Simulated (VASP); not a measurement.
A run of VASP 6.6.1 is set up as follows.

File INCAR:

```
PREC = Accurate
ENCUT = 520
EDIFF = 1E-6
ISMEAR = 0
SIGMA = 0.1
LREAL = False
LASPH = True
NELM = 100
ALGO = Normal
ISIF = 2
LWAVE = False
LCHARG = False
GGA = PE
NBANDS = 16
```

The input KPOINTS:

```
Automatic mesh
0
Gamma
  6 6 6
```

The input POSCAR:

```
SbSe2
1.0
   -1.8409388966      1.8409388966      5.2269274494
    1.8409388966     -1.8409388966      5.2269274494
    1.8409388966      1.8409388966     -5.2269274494
Sb Se
1 2
Direct
    0.0000000000      0.0000000000      0.0000000000
    0.6497391790      0.6497391790      0.0000000000
    0.3502608210      0.3502608210      0.0000000000
```

Potentials or basis: VASP PAW PBE potentials, release 64 (Sb, Se).

The run is started by

```console
$ cat potpaw_PBE.64/Sb/POTCAR potpaw_PBE.64/Se/POTCAR > POTCAR
$ mpirun -np 1 vasp_std > vasp.out
```

(1) What does it give for the pressure?

Results:

(1) 0.0 GPa.

Caveat: the k points lie up to 0.40 Å⁻¹ apart.
